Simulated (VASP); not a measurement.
CdSe, 4 atoms in the cell. The typed cell holds 4 atoms: a = 4.298 Å, b = 4.298 Å, c = 7.015 Å, α = 90.00°, β = 90.00°, γ = 120.00°.  This cell differs from its parent crystal: atom 1 (Cd) moved by (-0.450, +0.450) A along x and z.

- Program: VASP 6.6.1
- Task: single point
- Functional: PBE
- Potentials or basis: VASP PAW PBE potentials, release 64 (Cd, Se)
- Cutoff: 520 eV
- k mesh: 6 × 6 × 4
- Occupations: gaussian, width 0.05 eV
- Spin: no spin polarisation
- Dipole correction: no
- Further INCAR settings: ALGO = Normal; EDIFF = 1e-06; NBANDS = 26

Potentials or basis: VASP PAW PBE potentials, release 64 (Cd, Se).

Run with:

```bash
$ cat potpaw_PBE.64/Cd/POTCAR potpaw_PBE.64/Se/POTCAR > POTCAR
$ mpirun -np 1 vasp_std > vasp.out
```

Hardware: 1 thread of AMD EPYC 7R13, on a shared host.

Task: Estimate the wall time of this run.

Result: Wall time 4 min on 1 thread of AMD EPYC 7R13 (shared host), peak memory 0.32 GiB. Counts: scf iterations 14, k points 76.
